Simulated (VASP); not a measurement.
Runs of VASP 6.6.1 on SnO2. The structure is that of space group Pnnm (No. 58), or close to it. The cells are those of the table. 

```tsv
cell	gap on the mesh (eV)	pressure (GPa)	largest force (eV/Å)
a = 5.118, b = 4.537, c = 3.065 Å, 6 atoms	1.52	(a)	0.05
a = 4.638, b = 4.368, c = 2.950 Å, 6 atoms	3.40	47.0	0.04
a = 4.829, b = 4.281, c = 2.892 Å, 6 atoms	(c)	47.3	0.05
a = 4.456, b = 4.456, c = 3.010 Å, 6 atoms	3.27	45.7	0.04
a = 4.112, b = 4.639, c = 3.134 Å, 6 atoms	(b)	45.3	0.03
```

Alike in all rows: task single point; level LDA; potentials or basis VASP PAW LDA potentials, release 64 (Sn_d, O); no spin polarisation; k mesh 6 × 6 × 10; cutoff (eV) 520; smearing gaussian 0.05 eV.

Problem. Estimate the missing entries.

Solution. (a) 2.1; (b) 3.02; (c) 3.32.

Caveats: spin-orbit coupling is left out, which moves the levels of the heavy elements.

A k mesh can miss the band edges, and the runs leave out spin-orbit coupling on Sn.
